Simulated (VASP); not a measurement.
# CaF2 (Fm-3m) in VASP: notebook

CaF2 is run at these levels: PBE-based global hybrid with 50 % exact exchange, PBE-based screened hybrid with 35 % exact exchange; tasks: single point.

Everything below comes from runs of VASP 6.6.1. Logs are shortened: lines on timing, memory, paths and dates and some standing lists are left out, and cuts for length are marked.

**1. The cell of the first run**

Symmetry: Fm-3m, No. 225, cubic system. The conventional cell has a = 5.439 Å, b = 5.439 Å, c = 5.439 Å, α = 90.00°, β = 90.00°, γ = 90.00°. Ca (site symmetry m-3m) has 8 F at 2.36 Å within 3.1 Å. F (site symmetry -43m) has 4 Ca at 2.36 Å and 6 F at 2.72 Å within 3.1 Å.

**2. Single point, PBE-based global hybrid with 50 % exact exchange**

File POSCAR:

```
CaF2
1.0
    0.0000000000      2.7195929737      2.7195929737
    2.7195929737      0.0000000000      2.7195929737
    2.7195929737      2.7195929737      0.0000000000
Ca F
1 2
Direct
    0.0000000000      0.0000000000      0.0000000000
    0.2500000000      0.2500000000      0.2500000000
    0.7500000000      0.7500000000      0.7500000000
```

File INCAR.step1:

```
ALGO = Normal ; EDIFF = 1E-5
ENCUT = 520 ; GGA = PE
GGA_COMPAT = F ; ISIF = 2
ISMEAR = 0 ; LASPH = T
LREAL = F ; LWAVE = T
NBANDS = 19 ; NELM = 120
PREC = Accurate ; SIGMA = 0.01
```

File INCAR.step2:

```
AEXX = 0.5 ; ALGO = Normal
EDIFF = 1E-6 ; ENCUT = 520
GGA = PE ; GGA_COMPAT = F
ISIF = 2 ; ISMEAR = 0
ISTART = 1 ; LASPH = T
LCHARG = T ; LELF = T
LHFCALC = T ; LREAL = F
LVHAR = T ; LWAVE = F
NBANDS = 19 ; NELM = 120
PREC = Accurate ; PRECFOCK = Normal
SIGMA = 0.01
```

File KPOINTS:

```
k-points
0
Gamma
  4 4 4
```

Potentials or basis: VASP PAW PBE potentials, release 64 (Ca_sv, F).

Run with:

```console
$ cat potpaw_PBE.64/Ca_sv/POTCAR potpaw_PBE.64/F/POTCAR > POTCAR
$ cp INCAR.step1 INCAR
$ mpirun -np 1 vasp_std > vasp.out
$ cp INCAR.step2 INCAR
$ mpirun -np 1 vasp_std > vasp.out
```

OUTCAR:

```text
AEXX = 0.5
   EDIFF = 1E-6
   ENCUT = 520
   GGA = PE
   ISIF = 2
   ISMEAR = 0
   ISTART = 1
   LASPH = T
   LHFCALC = T
   LREAL = F
   NELM = 120
   PREC = Accurate
   PRECFOCK = Normal

 ion  position               nearest neighbor table
   1  0.000  0.000  0.000-   2 2.36   3 2.36   3 2.36   3 2.36   3 2.36   2 2.36   2 2.36   2 2.36

   2  0.250  0.250  0.250-   1 2.36   1 2.36   1 2.36   1 2.36
   3  0.750  0.750  0.750-   1 2.36   1 2.36   1 2.36   1 2.36

  LATTYP: Found a face centered cubic cell.
 ALAT       =     5.4391859474

  Lattice vectors:

 A1 = (   0.0000000000,   2.7195929737,   2.7195929737)
 A2 = (   2.7195929737,   0.0000000000,   2.7195929737)
 A3 = (   2.7195929737,   2.7195929737,   0.0000000000)

Analysis of symmetry for initial positions (statically):
=====================================================================
 Subroutine PRICEL returns:
 Original cell was already a primitive cell.

 Routine SETGRP: Setting up the symmetry group for a
 face centered cubic supercell.

 Subroutine GETGRP returns: Found 48 space group operations
 (whereof 48 operations were pure point group operations)
 out of a pool of 48 trial point group operations.

The static configuration has the point symmetry O_h .

Analysis of symmetry for dynamics (positions and initial velocities):
=====================================================================
 Subroutine PRICEL returns:
 Original cell was already a primitive cell.

 Routine SETGRP: Setting up the symmetry group for a
 face centered cubic supercell.

 Subroutine GETGRP returns: Found 48 space group operations
 (whereof 48 operations were pure point group operations)
 out of a pool of 48 trial point group operations.

The dynamic configuration has the point symmetry O_h .

 Subroutine INISYM returns: Found 48 space group operations
 (whereof 48 operations are pure point group operations),
 and found     1 'primitive' translations

----------------------------------------------------------------------------------------

                                     Primitive cell

  volume of cell :      40.2292
[... 75 lines left out ...]
   LREAL  =      F    real-space projection
   EDIFFG = 0.1E-04   stopping-criterion for IOM
   NSW    =      0    number of steps for IOM
   IBRION =     -1    ionic relax: 0-MD 1-quasi-New 2-CG
   NFREE  =      0    steps in history (QN), initial steepest desc. (CG)
   ISIF   =      2    stress and relaxation
   ISYM   =      3    0-nonsym 1-usesym 2-fastsym
   POTIM  = 0.5000    time-step for ionic-motion
   TEBEG  =    0.0;   TEEND  =   0.0 temperature during run
   PSTRESS=    0.0 pullay stress
   NELECT =      24.0000    total number of electrons
   NUPDOWN=      -1.0000    fix difference up-down
   EMIN   =  10.00;   EMAX   =-10.00  energy-range for DOS
   EFERMI =   0.00;   METHOD = LEGACY
   ISMEAR =     0;   SIGMA  =   0.01  broadening in eV -4-tet -1-fermi 0-gaus
   EFERMI_NEDOS =   21; number of points for ismear=-14 and -15
   IALGO  =     38    algorithm
   IMIX   =      1    mixing-type and parameters
     AMIX     =   0.40;   BMIX     =  1.00
     AMIX_MAG =   1.60;   BMIX_MAG =  1.00
  volume/ion in A,a.u.               =      13.41        90.49
  Fermi-wavevector in a.u.,A,eV,Ry     =   1.378155  2.604335 25.841690  1.899311
  Thomas-Fermi vector in A             =   2.503242
   LORBIT       =      0    0 simple, 1 ext, 2 COOP (PROOUT), +10 PAW based schemes
   GGA     = PE    functional components
   LHFCALC =     T    Hartree Fock is set to
   PRECFOCK=normal    Normal, Fast or Accurate (Low or Medium for compatibility)
   ENCUT4O =  -1.0   cutoff for four orbital integrals eV
   NKREDX  =     1    reduce k-point grid by
   NKREDY  =     1    reduce k-point grid by
   NKREDZ  =     1    reduce k-point grid by
   AEXX    =    0.5000 exact exchange contribution
   HFSCREEN=    0.0000 screening length (either q_TF or 0.3 A-1)
   HFSCREENC=   0.0000 screening length for correlation (either q_TF or 0.3 A-1)
   ENCUTFOCK=  -1.0 apply spherical cutoff to Coloumb kernel
   IVDW    =     0    specifies the selected vdW correction
   LEPSILON=     F    determine dielectric tensor
   LRPA    =     F    only Hartree local field effects (RPA)
 non-spin polarized calculation
 Gauss-broadening in eV      SIGMA  =   0.01
  energy-cutoff  :      520.00
  volume of cell :       40.23
 maximum number of plane-waves:      1106
 NGX is ok and might be reduce to    30
  NGX = 24; NGY = 24; NGZ = 24

 number of electron      23.9999983 magnetization

 Free energy of the ion-electron system (eV)
  ---------------------------------------------------
  ext. energy  EPLUGINS =         0.00000000
  ---------------------------------------------------
  free energy    TOTEN  =       -25.48132410 eV

  energy without entropy =      -25.48132410  energy(sigma->0) =      -25.48132410

 E-fermi :  -4.9675     XC(G=0):  -5.4584

 val. band max:       -5.0382299180   @ k =   0.5000   0.5000   0.0000
 cond. band min:       8.0907292450   @ k =   0.0000   0.0000   0.0000
 fundamental gap:     13.1289591630
 Fermi energy:        -4.9675401086

 k-point     1 :       0.0000    0.0000    0.0000
  band No.  band energies     occupation
      1     -44.9168      2.00000
      2     -28.1943      2.00000
      3     -27.3443      2.00000
      4     -22.9084      2.00000
      5     -22.9084      2.00000
      6     -22.9084      2.00000
[... 153 lines left out ...]
      6     -22.6645      2.00000
[... 11 lines left out ...]
     18      16.3340      0.00000
     19      17.4226      0.00000

------------------------ aborting loop because EDIFF is reached ----------------------------------------

  FORCE on cell =-STRESS in cart. coord.  units (eV):
  Direction    XX          YY          ZZ          XY          YZ          ZX
  --------------------------------------------------------------------------------------
  -------------------------------------------------------------------------------------
  Total       -0.1221817     -0.1221817     -0.1221817     -0.0000000     -0.0000000      0.0000000
  in kB       -4.8660312     -4.8660312     -4.8660312     -0.0000000     -0.0000000      0.0000000
  external PRESSURE =      -4.8660312 kB  Pullay stress =       0.0000000 kB

 VOLUME and BASIS-vectors are now :
 -----------------------------------------------------------------------------
  energy-cutoff  :      520.00
  volume of cell :       40.23
      direct lattice vectors                 reciprocal lattice vectors
     0.000000000  2.719592974  2.719592974    -0.183851041  0.183851041  0.183851041
     2.719592974  0.000000000  2.719592974     0.183851041 -0.183851041  0.183851041
     2.719592974  2.719592974  0.000000000     0.183851041  0.183851041 -0.183851041

 POSITION                                       TOTAL-FORCE (eV/Angst)
 -----------------------------------------------------------------------------------
      0.00000      0.00000      0.00000         0.000000     -0.000000     -0.000000
      1.35980      1.35980      1.35980         0.000000      0.000000      0.000000
      4.07939      4.07939      4.07939        -0.000000     -0.000000     -0.000000
 -----------------------------------------------------------------------------------
    total drift:                                0.000000      0.000000      0.000000

  FREE ENERGIE OF THE ION-ELECTRON SYSTEM (eV)
  ---------------------------------------------------
  free  energy   TOTEN  =       -25.4813240984 eV

  energy  without entropy=      -25.4813240984  energy(sigma->0) =      -25.48132410
```

OUTCAR.step1:

```text
EDIFF = 1E-5
   ENCUT = 520
   GGA = PE
   ISIF = 2
[... 385 lines left out ...]
      0.00000      0.00000      0.00000         0.000000      0.000000      0.000000
      1.35980      1.35980      1.35980        -0.000000     -0.000000      0.000000
      4.07939      4.07939      4.07939         0.000000      0.000000     -0.000000
 -----------------------------------------------------------------------------------
    total drift:                                0.000000     -0.000000      0.000000

  FREE ENERGIE OF THE ION-ELECTRON SYSTEM (eV)
  ---------------------------------------------------
  free  energy   TOTEN  =       -17.3183182971 eV

  energy  without entropy=      -17.3183182971  energy(sigma->0) =      -17.31831830
```

Run time: 10 min. Hardware: 1 thread of Intel Xeon Platinum 8259CL at 2.50GHz (Skylake/Cascade Lake), shared host; peak memory 0.17 GiB.

Results:

```yaml
Free_energy: -25.4813 eV
Pressure: -0.5 GPa
Band_gap_on_the_k_mesh: 13.13 eV (least direct gap 13.41 eV)
```

Caveat: the k points lie up to 0.50 Å⁻¹ apart; the PAW data sets were made with another functional, which shifts forces and pressure a little. A k mesh can miss the band edges.

**3. Single point, PBE-based screened hybrid with 35 % exact exchange**

POSCAR is that of step 2.

File INCAR.step1:

```
  PREC = Accurate
  ENCUT = 520
  EDIFF = 1E-5
  ISMEAR = 0
  SIGMA = 0.01
  LREAL = False
  LASPH = True
  NELM = 120
  ALGO = Normal
  ISIF = 2
  LWAVE = True
  LCHARG = False
  NBANDS = 19
  GGA = PE
  GGA_COMPAT = False
```

File INCAR.step2:

```
  PREC = Accurate
  ENCUT = 520
  EDIFF = 1E-6
  ISMEAR = 0
  SIGMA = 0.01
  LREAL = False
  LASPH = True
  NELM = 120
  ALGO = Normal
  ISIF = 2
  LWAVE = False
  LCHARG = False
  GGA = PE
  LHFCALC = True
  AEXX = 0.35
  HFSCREEN = 0.3
  PRECFOCK = Normal
  NBANDS = 19
  ISTART = 1
  GGA_COMPAT = False
```

File KPOINTS:

```
Automatic mesh
0
Gamma
  4 4 4
```

Potentials or basis: VASP PAW PBE potentials, release 64 (Ca_sv, F).

Run with:

```console
$ cat potpaw_PBE.64/Ca_sv/POTCAR potpaw_PBE.64/F/POTCAR > POTCAR
$ cp INCAR.step1 INCAR
$ mpirun -np 1 vasp_std > vasp.out
$ cp INCAR.step2 INCAR
$ mpirun -np 1 vasp_std > vasp.out
```

OUTCAR:

```text
PREC = Accurate
   ENCUT = 520
   EDIFF = 1E-6
   ISMEAR = 0
   LREAL = False
   LASPH = True
   NELM = 120
   ISIF = 2
   GGA = PE
   LHFCALC = True
   AEXX = 0.35
   HFSCREEN = 0.3
   PRECFOCK = Normal
   ISTART = 1

 ion  position               nearest neighbor table
   1  0.000  0.000  0.000-   2 2.36   3 2.36   3 2.36   3 2.36   3 2.36   2 2.36   2 2.36   2 2.36

   2  0.250  0.250  0.250-   1 2.36   1 2.36   1 2.36   1 2.36
   3  0.750  0.750  0.750-   1 2.36   1 2.36   1 2.36   1 2.36

  LATTYP: Found a face centered cubic cell.
 ALAT       =     5.4391859474

  Lattice vectors:

 A1 = (   0.0000000000,   2.7195929737,   2.7195929737)
 A2 = (   2.7195929737,   0.0000000000,   2.7195929737)
 A3 = (   2.7195929737,   2.7195929737,   0.0000000000)

Analysis of symmetry for initial positions (statically):
=====================================================================
 Subroutine PRICEL returns:
 Original cell was already a primitive cell.

 Routine SETGRP: Setting up the symmetry group for a
 face centered cubic supercell.

 Subroutine GETGRP returns: Found 48 space group operations
 (whereof 48 operations were pure point group operations)
 out of a pool of 48 trial point group operations.

The static configuration has the point symmetry O_h .

Analysis of symmetry for dynamics (positions and initial velocities):
=====================================================================
 Subroutine PRICEL returns:
 Original cell was already a primitive cell.

 Routine SETGRP: Setting up the symmetry group for a
 face centered cubic supercell.

 Subroutine GETGRP returns: Found 48 space group operations
 (whereof 48 operations were pure point group operations)
 out of a pool of 48 trial point group operations.

The dynamic configuration has the point symmetry O_h .

 Subroutine INISYM returns: Found 48 space group operations
 (whereof 48 operations are pure point group operations),
 and found     1 'primitive' translations
[... 105 lines left out ...]
   GGA     = PE    functional components
   LHFCALC =     T    Hartree Fock is set to
   PRECFOCK=normal    Normal, Fast or Accurate (Low or Medium for compatibility)
   ENCUT4O =  -1.0   cutoff for four orbital integrals eV
   NKREDX  =     1    reduce k-point grid by
   NKREDY  =     1    reduce k-point grid by
   NKREDZ  =     1    reduce k-point grid by
   AEXX    =    0.3500 exact exchange contribution
   HFSCREEN=    0.3000 screening length (either q_TF or 0.3 A-1)
   HFSCREENC=   0.3000 screening length for correlation (either q_TF or 0.3 A-1)
   ENCUTFOCK=  -1.0 apply spherical cutoff to Coloumb kernel
   IVDW    =     0    specifies the selected vdW correction
   LEPSILON=     F    determine dielectric tensor
   LRPA    =     F    only Hartree local field effects (RPA)
 non-spin polarized calculation
 Gauss-broadening in eV      SIGMA  =   0.01
  energy-cutoff  :      520.00
  volume of cell :       40.23
 maximum number of plane-waves:      1106
 NGX is ok and might be reduce to    30
  NGX = 24; NGY = 24; NGZ = 24

 number of electron      23.9999983 magnetization

 Free energy of the ion-electron system (eV)
  ---------------------------------------------------
  ext. energy  EPLUGINS =         0.00000000
  ---------------------------------------------------
  free energy    TOTEN  =       -21.52169922 eV

  energy without entropy =      -21.52169922  energy(sigma->0) =      -21.52169922

 E-fermi :  -2.8713     XC(G=0):  -7.4681

 val. band max:       -2.9430971004   @ k =   0.5000   0.5000   0.0000
 cond. band min:       6.9387757776   @ k =   0.0000   0.0000   0.0000
 fundamental gap:      9.8818728780
 Fermi energy:        -2.8712609950

 k-point     1 :       0.0000    0.0000    0.0000
  band No.  band energies     occupation
      1     -41.6393      2.00000
      2     -25.1133      2.00000
      3     -24.2863      2.00000
      4     -20.5429      2.00000
      5     -20.5429      2.00000
      6     -20.5429      2.00000
[... 153 lines left out ...]
      6     -20.2783      2.00000
[... 11 lines left out ...]
     18      14.7854      0.00000
     19      15.9312      0.00000

------------------------ aborting loop because EDIFF is reached ----------------------------------------

  FORCE on cell =-STRESS in cart. coord.  units (eV):
  Direction    XX          YY          ZZ          XY          YZ          ZX
  --------------------------------------------------------------------------------------
  -------------------------------------------------------------------------------------
  Total        0.2859736      0.2859736      0.2859736     -0.0000000      0.0000000     -0.0000000
  in kB       11.3892398     11.3892398     11.3892398     -0.0000000      0.0000000     -0.0000000
  external PRESSURE =      11.3892398 kB  Pullay stress =       0.0000000 kB

 VOLUME and BASIS-vectors are now :
 -----------------------------------------------------------------------------
  energy-cutoff  :      520.00
  volume of cell :       40.23
      direct lattice vectors                 reciprocal lattice vectors
     0.000000000  2.719592974  2.719592974    -0.183851041  0.183851041  0.183851041
     2.719592974  0.000000000  2.719592974     0.183851041 -0.183851041  0.183851041
     2.719592974  2.719592974  0.000000000     0.183851041  0.183851041 -0.183851041

 POSITION                                       TOTAL-FORCE (eV/Angst)
 -----------------------------------------------------------------------------------
      0.00000      0.00000      0.00000         0.000000      0.000000      0.000000
      1.35980      1.35980      1.35980         0.000000      0.000000      0.000000
      4.07939      4.07939      4.07939        -0.000000     -0.000000     -0.000000
 -----------------------------------------------------------------------------------
    total drift:                                0.000000      0.000000     -0.000000

  FREE ENERGIE OF THE ION-ELECTRON SYSTEM (eV)
  ---------------------------------------------------
  free  energy   TOTEN  =       -21.5216992150 eV

  energy  without entropy=      -21.5216992150  energy(sigma->0) =      -21.52169922
```

OUTCAR.step1:

```text
PREC = Accurate
   ENCUT = 520
   EDIFF = 1E-5
   ISMEAR = 0
   LREAL = False
[... 384 lines left out ...]
      0.00000      0.00000      0.00000         0.000000      0.000000      0.000000
      1.35980      1.35980      1.35980        -0.000000     -0.000000      0.000000
      4.07939      4.07939      4.07939         0.000000      0.000000     -0.000000
 -----------------------------------------------------------------------------------
    total drift:                                0.000000     -0.000000      0.000000

  FREE ENERGIE OF THE ION-ELECTRON SYSTEM (eV)
  ---------------------------------------------------
  free  energy   TOTEN  =       -17.3183182971 eV

  energy  without entropy=      -17.3183182971  energy(sigma->0) =      -17.31831830
```

Run time: 9.8 min. Hardware: 1 thread of Intel Xeon Platinum 8259CL at 2.50GHz (Skylake/Cascade Lake), shared host; peak memory 0.27 GiB.

What came out:

* Free energy: -21.5217 eV
* Pressure: 1.1 GPa
* Band gap on the k mesh: 9.88 eV (least direct gap 10.16 eV)

Levels at points of the mesh, in eV from the valence-band top:
```csv
k point,band 8,band 9,band 10,band 11,band 12,band 13,band 14,band 15,band 16,band 17
"(0.00, 0.00, 0.00)",-2.25,-2.25,-0.27,-0.27,-0.27,9.88,12.51,12.51,14.91,14.91
"(0.50, 0.00, 0.00)",-1.59,-1.37,-1.30,-0.90,-0.90,12.74,12.74,13.16,13.33,14.60
"(0.50, 0.50, 0.00)",-1.77,-1.77,-0.37,-0.37,0.00,11.01,12.94,13.65,14.53,14.53
```

Caveat: the k points lie up to 0.50 Å⁻¹ apart; the PAW data sets were made with another functional, which shifts forces and pressure a little. A k mesh can miss the band edges.
